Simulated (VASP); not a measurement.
Crystal: SnO.

```
CELL_PARAMETERS angstrom
3.88849 0.00000 0.00000
0.00000 3.88849 0.00000
0.00000 0.00000 4.98276
ATOMIC_POSITIONS crystal
Sn 0.50000 0.00000 0.76463
Sn 0.00000 0.50000 0.23537
O 0.00000 0.00000 0.00000
O 0.50000 0.50000 0.00000
```

Base run:

```yaml
Program: VASP 6.6.1
Functional: PBE
Potentials_or_basis: VASP PAW PBE potentials, release 64 (Sn_d, O)
Cutoff: 520 eV
k_mesh: 7 × 7 × 6
Occupations: fermi-dirac, width 0.05 eV
Spin: no spin polarisation
```

Its results: band gap on the k mesh 0.58 eV (least direct gap 1.97 eV); pressure -1.4 GPa; largest force 0.312 eV/Å.

The run is repeated on the same cell with these changes: dispersion from none to D4. What comes out?

Band gap on the k mesh 0.58 eV (least direct gap 1.97 eV); pressure -3.4 GPa; largest force 0.291 eV/Å.

Dispersion adds attraction, which lowers the pressure at fixed volume and, as a term added to the energy, leaves the levels alone.

Caveats: semilocal functionals underestimate gaps, and a narrow one can read as zero; spin-orbit coupling is left out, which moves the levels of the heavy elements; the cell stands under tension (at least some runs).

A k mesh can miss the band edges.
